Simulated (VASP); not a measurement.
A run of VASP 6.6.1 is set up as follows.

File POSCAR:

```
Ca
1.0
   -2.5144415644      2.5144415644      1.7777101860
    2.5144415644     -2.5144415644      1.7777101860
    2.5144415644      2.5144415644     -1.7777101860
Ca
1
Direct
    0.0000000000      0.0000000000      0.0000000000
```

INCAR.step1

```
ALGO = Normal ; EDIFF = 1E-4
ENCUT = 520 ; GGA = PE
ISMEAR = 0 ; LASPH = T
LCHARG = F ; LREAL = F
LWAVE = T ; NBANDS = 11
NELM = 100 ; PREC = Accurate
SIGMA = 0.15
```

Contents of INCAR.step2:

```
ALGO = Normal ; EDIFF = 1E-7
ENCUT = 520 ; ISIF = 2
ISMEAR = 0 ; ISTART = 1
LASPH = T ; LCHARG = F
LMIXTAU = T ; LREAL = F
LWAVE = F ; METAGGA = R2SCAN
NBANDS = 11 ; NELM = 100
PREC = Accurate ; SIGMA = 0.15
```

KPOINTS

```
k-points
0
Gamma
  16 16 16
```

Potentials or basis: VASP PAW PBE potentials, release 64 (Ca_sv).

The run is started by

```console
$ cat potpaw_PBE.64/Ca_sv/POTCAR > POTCAR
$ cp INCAR.step1 INCAR
$ mpirun -np 1 vasp_std > vasp.out
$ cp INCAR.step2 INCAR
$ mpirun -np 1 vasp_std > vasp.out
```

(1) Estimate the band gap on the k mesh.

(2) Estimate the pressure.

## Answers

(1) zero (bands 5 and 6 overlap by 1.39 eV).

(2) -0.1 GPa.

Caveat: the PAW data sets were made with another functional, which shifts forces and pressure a little.
